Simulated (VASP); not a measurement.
# ReAg2Br6 (P1) in VASP: a series of runs

The runs below take ReAg2Br6 through single point, with PBE+U.

Everything below comes from runs of VASP 6.6.1. Logs are shortened: lines on timing, memory, paths and dates and some standing lists are left out, and cuts for length are marked.

**1. The cell of the first run**

The typed cell holds 9 atoms: a = 6.859 Å, b = 6.859 Å, c = 7.039 Å, α = 60.84°, β = 119.16°, γ = 120.00°.

**2. Single point, PBE+U**

INCAR

```
SYSTEM = ReAg2Br6
PREC = Accurate ; ENCUT = 600
EDIFF = 1E-6 ; ISMEAR = 0
SIGMA = 0.2243 ; LREAL = .False.
LASPH = .True. ; NELM = 200
ALGO = Normal ; ISIF = 2
LWAVE = .False. ; LCHARG = .False.
LMAXMIX = 4 ; LDAU = .True.
LDAUTYPE = 2 ; LDAUL = -1 -1 1
LDAUU = 0 0 1.62 ; LDAUJ = 0 0 0
LDAUPRINT = 1 ; GGA = PE
NBANDS = 46 ; GGA_COMPAT = .False.
```

KPOINTS

```
regular mesh
0
Gamma
  3 3 3
  0 0 0
```

POSCAR

```
ReAg2Br6
1.0
    6.8592960000      0.0000000000      0.0000000000
   -3.4296480000      5.9403300000      0.0000000000
   -3.4296480000      1.9801100000      5.8196480000
Re Ag Br
1 2 6
Direct
    0.5000000000      0.5000000000      0.5001000000
    0.7657000000      0.2343000000      0.2970000000
    0.2343000000      0.7657000000      0.7030000000
    0.3721700000      0.2683300000      0.2564100000
    0.7316700000      0.8474300000      0.2564100000
    0.1525700000      0.6278300000      0.2564100000
    0.6278300000      0.7316700000      0.7435900000
    0.2683300000      0.1525700000      0.7435900000
    0.8474300000      0.3721700000      0.7435900000
```

Potentials or basis: VASP PAW PBE potentials, release 64 (Re, Ag, Br).

Run with:

```bash
$ cat potpaw_PBE.64/Re/POTCAR potpaw_PBE.64/Ag/POTCAR potpaw_PBE.64/Br/POTCAR > POTCAR
$ mpirun -np 1 vasp_std > vasp.out
```

OUTCAR:

```text
SYSTEM = ReAg2Br6
   PREC = Accurate
   ENCUT = 600
   EDIFF = 1E-6
   ISMEAR = 0
   LREAL = .False.
   LASPH = .True.
   NELM = 200
   ISIF = 2
   GGA = PE

 ion  position               nearest neighbor table
   1  0.500  0.500  0.500-   7 2.46   8 2.46   9 2.46   6 2.46   5 2.46   4 2.46
   2  0.766  0.234  0.297-   5 2.69   6 2.69   4 2.69
   3  0.234  0.766  0.703-   8 2.69   9 2.69   7 2.69
   4  0.372  0.268  0.256-   1 2.46   2 2.69
   5  0.732  0.847  0.256-   1 2.46   2 2.69
   6  0.153  0.628  0.256-   1 2.46   2 2.69
   7  0.628  0.732  0.744-   1 2.46   3 2.69
   8  0.268  0.153  0.744-   1 2.46   3 2.69
   9  0.847  0.372  0.744-   1 2.46   3 2.69

  LATTYP: Found a trigonal (rhomboedric) cell.
 ALAT       =     7.0392929540
 COS(alpha) =     0.5252426452

  Lattice vectors:

 A1 = (   0.0000000000,  -3.9602200000,   5.8196480000)
 A2 = (   3.4296480000,   1.9801100000,   5.8196480000)
 A3 = (  -3.4296480000,   1.9801100000,   5.8196480000)

Analysis of symmetry for initial positions (statically):
=====================================================================
 Subroutine PRICEL returns:
 Original cell was already a primitive cell.

 Routine SETGRP: Setting up the symmetry group for a
 trigonal (rhombohedral) supercell.

 Subroutine GETGRP returns: Found  1 space group operations
 (whereof  1 operations were pure point group operations)
 out of a pool of 12 trial point group operations.

The static configuration has the point symmetry C_1 .

Analysis of symmetry for dynamics (positions and initial velocities):
=====================================================================
 Subroutine PRICEL returns:
 Original cell was already a primitive cell.

 Routine SETGRP: Setting up the symmetry group for a
 trigonal (rhombohedral) supercell.

 Subroutine GETGRP returns: Found  1 space group operations
 (whereof  1 operations were pure point group operations)
 out of a pool of 12 trial point group operations.

The dynamic configuration has the point symmetry C_1 .

 Subroutine INISYM returns: Found  1 space group operations
 (whereof  1 operations are pure point group operations),
 and found     1 'primitive' translations

----------------------------------------------------------------------------------------

                                     Primitive cell

  volume of cell :     237.1302

[... 102 lines left out ...]
   NELECT =      71.0000    total number of electrons
   NUPDOWN=      -1.0000    fix difference up-down
   EMIN   =  10.00;   EMAX   =-10.00  energy-range for DOS
   EFERMI =   0.00;   METHOD = LEGACY
   ISMEAR =     0;   SIGMA  =   0.22  broadening in eV -4-tet -1-fermi 0-gaus
   EFERMI_NEDOS =   21; number of points for ismear=-14 and -15
   IALGO  =     38    algorithm
   IMIX   =      4    mixing-type and parameters
     AMIX     =   0.40;   BMIX     =  1.00
     AMIX_MAG =   1.60;   BMIX_MAG =  1.00
  volume/ion in A,a.u.               =      26.35       177.80
  Fermi-wavevector in a.u.,A,eV,Ry     =   1.095213  2.069653 16.320079  1.199492
  Thomas-Fermi vector in A             =   2.231533
   LORBIT       =      0    0 simple, 1 ext, 2 COOP (PROOUT), +10 PAW based schemes
 LDA+U is selected, type is set to LDAUTYPE =  2
   angular momentum for each species LDAUL =    -1   -1    1
   U (eV)           for each species LDAUU =   0.0  0.0  1.6
   J (eV)           for each species LDAUJ =   0.0  0.0  0.0
   GGA     = PE    functional components
   LHFCALC =     F    Hartree Fock is set to
   AEXX    =    0.0000 exact exchange contribution
   IVDW    =     0    specifies the selected vdW correction
   LEPSILON=     F    determine dielectric tensor
   LRPA    =     F    only Hartree local field effects (RPA)
 non-spin polarized calculation
 Gauss-broadening in eV      SIGMA  =   0.22
  energy-cutoff  :      600.00
  volume of cell :      237.13
 maximum number of plane-waves:      7955
   NGX = 27   NGY = 27   NGZ = 29

 number of electron      70.9999998 magnetization

 Free energy of the ion-electron system (eV)
  ---------------------------------------------------
  ext. energy  EPLUGINS =         0.00000000
  ---------------------------------------------------
  free energy    TOTEN  =       -22.55020170 eV

  energy without entropy =      -22.36810445  energy(sigma->0) =      -22.45915308

 E-fermi :   2.7676     XC(G=0):  -9.1959

 val. band max:        2.6592669077   @ k =   0.0000   0.3333   0.0000
 cond. band min:       2.7701160455   @ k =   0.3333   0.3333  -0.3333
 fundamental gap:      0.1108491378
 Fermi energy:         2.7675792046

 k-point     1 :       0.0000    0.0000    0.0000
  band No.  band energies     occupation
      1     -13.1615      2.00000
      2     -12.2571      2.00000
      3     -12.2568      2.00000
      4     -12.2432      2.00000
      5     -12.2427      2.00000
      6     -12.2173      2.00000
[... 675 lines left out ...]
     45       9.0585      0.00000
     46       9.1755      0.00000

------------------------ aborting loop because EDIFF is reached ----------------------------------------

  FORCE on cell =-STRESS in cart. coord.  units (eV):
  Direction    XX          YY          ZZ          XY          YZ          ZX
  --------------------------------------------------------------------------------------
  -------------------------------------------------------------------------------------
  Total        4.3697895      4.3756919      4.8741754     -0.0005799     -0.0002957     -0.0003858
  in kB       29.5246168     29.5644960     32.9325151     -0.0039184     -0.0019980     -0.0026066
  external PRESSURE =      30.6738759 kB  Pullay stress =       0.0000000 kB

 VOLUME and BASIS-vectors are now :
 -----------------------------------------------------------------------------
  energy-cutoff  :      600.00
  volume of cell :      237.13
      direct lattice vectors                 reciprocal lattice vectors
     6.859296000  0.000000000  0.000000000     0.145787556  0.084170408  0.057277233
    -3.429648000  5.940330000  0.000000000     0.000000000  0.168340816 -0.057277233
    -3.429648000  1.980110000  5.819648000     0.000000000  0.000000000  0.171831698

 POSITION                                       TOTAL-FORCE (eV/Angst)
 -----------------------------------------------------------------------------------
     -0.00034      3.96042      2.91041         0.006271     -0.003621     -0.010692
      3.42999      1.97991      1.72844        -0.001316      0.000526     -0.009850
     -3.42999      5.94053      4.09121         0.000773     -0.000683      0.009595
      0.75315      2.10169      1.49222         0.287177     -0.487190     -0.326598
      1.23296      5.54173      1.49222         0.279569      0.492544     -0.327715
     -1.98611      4.23724      1.49222        -0.568592     -0.003841     -0.328838
     -0.75315      5.81875      4.32743        -0.289746      0.493559      0.332273
     -1.23296      2.37871      4.32743        -0.282932     -0.495323      0.331718
      1.98611      3.68320      4.32743         0.568796      0.004030      0.330108
 -----------------------------------------------------------------------------------
    total drift:                                0.000022     -0.000029     -0.000027

  FREE ENERGIE OF THE ION-ELECTRON SYSTEM (eV)
  ---------------------------------------------------
  free  energy   TOTEN  =       -22.5502017014 eV

  energy  without entropy=      -22.3681044516  energy(sigma->0) =      -22.45915308
```

stdout:

```text
POSCAR found type information on POSCAR ReAgBr
 POSCAR found :  3 types and       9 ions
 scaLAPACK will be used
 LDA part: xc-table for (Slater+PW92), standard interpolation
 POSCAR, INCAR and KPOINTS ok, starting setup
 FFT: planning ... GRIDC
 FFT: planning ... GRID_SOFT
 FFT: planning ... GRID
 WAVECAR not read
 entering main loop
```

Wall time 3 min (1 thread of Intel Xeon Platinum 8488C (Sapphire Rapids), shared host); peak memory 0.51 GiB.

Results:

- Free energy: -22.5502 eV
- Pressure: 3.1 GPa
- Largest force: 0.662 eV/Å
- Band gap on the k mesh: zero (an odd number of electrons rules out a gap without spin polarisation)

Forces in eV/Å, atoms in the order of the input:
```
Re   0.006 -0.004 -0.011
Ag  -0.001  0.001 -0.010
Ag   0.001 -0.001  0.010
Br   0.287 -0.487 -0.327
Br   0.280  0.493 -0.328
Br  -0.569 -0.004 -0.329
Br  -0.290  0.494  0.332
Br  -0.283 -0.495  0.332
Br   0.569  0.004  0.330
```

Stress tensor (GPa, compression positive):
```
2.95 0.00 0.00
0.00 2.96 0.00
0.00 0.00 3.29
```

Caveat: the k points lie up to 0.37 Å⁻¹ apart, too coarse for converged energies and pressures of a metal; spin-orbit coupling is left out, which moves the levels of the heavy elements; an odd number of electrons without spin polarisation forces a metal; a magnetic or distorted state may lie lower; U without spin polarisation on a metal has little footing.

**3. Single point, PBE+U**

INCAR

```
  PREC = Accurate
  ENCUT = 600
  EDIFF = 1E-6
  ISMEAR = 0
  SIGMA = 0.2243
  LREAL = False
  LASPH = True
  NELM = 200
  ALGO = Normal
  ISIF = 2
  LWAVE = False
  LCHARG = True
  LMAXMIX = 4
  LDAU = True
  LDAUTYPE = 2
  LDAUL = -1 -1 1
  LDAUU = 0 0 1.62
  LDAUJ = 0 0 0
  LDAUPRINT = 1
  GGA = PE
  LELF = True
  LVHAR = True
  NBANDS = 46
  GGA_COMPAT = False
```

KPOINTS

```
Automatic mesh
0
Gamma
  3 3 3
```

POSCAR is that of step 2.

Potentials or basis: VASP PAW PBE potentials, release 64 (Re, Ag, Br).

Run with:

```bash
$ cat potpaw_PBE.64/Re/POTCAR potpaw_PBE.64/Ag/POTCAR potpaw_PBE.64/Br/POTCAR > POTCAR
$ mpirun -np 1 vasp_std > vasp.out
```

Run time: 3.2 min. Hardware: 1 thread of Intel Xeon Platinum 8488C (Sapphire Rapids), shared host; peak memory 0.52 GiB.

It converged, with:

- Free energy: -22.5502 eV
- Pressure: 3.1 GPa
- Largest force: 0.662 eV/Å
- Band gap on the k mesh: zero (an odd number of electrons rules out a gap without spin polarisation)

Forces in eV/Å, atoms in the order of the input:
```
Re   0.006 -0.004 -0.011
Ag  -0.001  0.001 -0.010
Ag   0.001 -0.001  0.010
Br   0.287 -0.487 -0.327
Br   0.280  0.493 -0.328
Br  -0.569 -0.004 -0.329
Br  -0.290  0.494  0.332
Br  -0.283 -0.495  0.332
Br   0.569  0.004  0.330
```

Stress tensor (GPa, compression positive):
```
2.95 0.00 0.00
0.00 2.96 0.00
0.00 0.00 3.29
```

Levels at points of the mesh, in eV from the Fermi level:
| k point | band 31 | band 32 | band 33 | band 34 | band 35 | band 36 | band 37 | band 38 | band 39 | band 40 |
| --- | --- | --- | --- | --- | --- | --- | --- | --- | --- | --- |
| (0.00, 0.00, 0.00) | -1.34 | -1.34 | -1.19 | -1.19 | -0.44 | -0.12 | -0.12 | 2.00 | 2.71 | 3.18 |

Caveat: the k points lie up to 0.37 Å⁻¹ apart, too coarse for converged energies and pressures of a metal; spin-orbit coupling is left out, which moves the levels of the heavy elements; an odd number of electrons without spin polarisation forces a metal; a magnetic or distorted state may lie lower; U without spin polarisation on a metal has little footing.
